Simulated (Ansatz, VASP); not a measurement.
# InP: VASP beside Ansatz

```xyz
2
Lattice="2.9832 2.9832 0.0000 -2.9832 2.9832 0.0000 0.0000 2.9832 2.9197" Properties=species:S:1:pos:R:3 pbc="T T T"
In    0.0000    0.0000    0.0000
P     1.4916    4.4748    1.4599
```

Change from the starting cell: film at in-plane strain +0.01.

Alike in both runs: task single point; functional r2SCAN; k mesh 8 × 8 × 8; no spin polarisation.

```csv
,VASP,Ansatz
version,VASP 6.6.1,Ansatz 0.2.0
potentials or method,"VASP PAW PBE potentials, release 64 (In_d, P)","PAW with Ansatz's default frozen-core files, scalar-relativistic"
plane-wave cutoff (eV),520,500
occupations,"gaussian, width 0.01 eV",fixed
valence electrons in the cell,18,18
```

Ansatz gave:

| Property | Result |
| --- | --- |
| gap on the k mesh at the Fermi level (eV) | 0.91 |
| pressure (GPa) | -0.6 |
| traceless stress, the component that is largest in VASP (GPa) | 0.62 |

Q: What did VASP give for the same quantities?

A: gap on the k mesh at the Fermi level (eV): 0.91; pressure (GPa): -0.7; traceless stress, the component that is largest in VASP (GPa): 0.62.

VASP's potentials were made for PBE, not for r2SCAN.
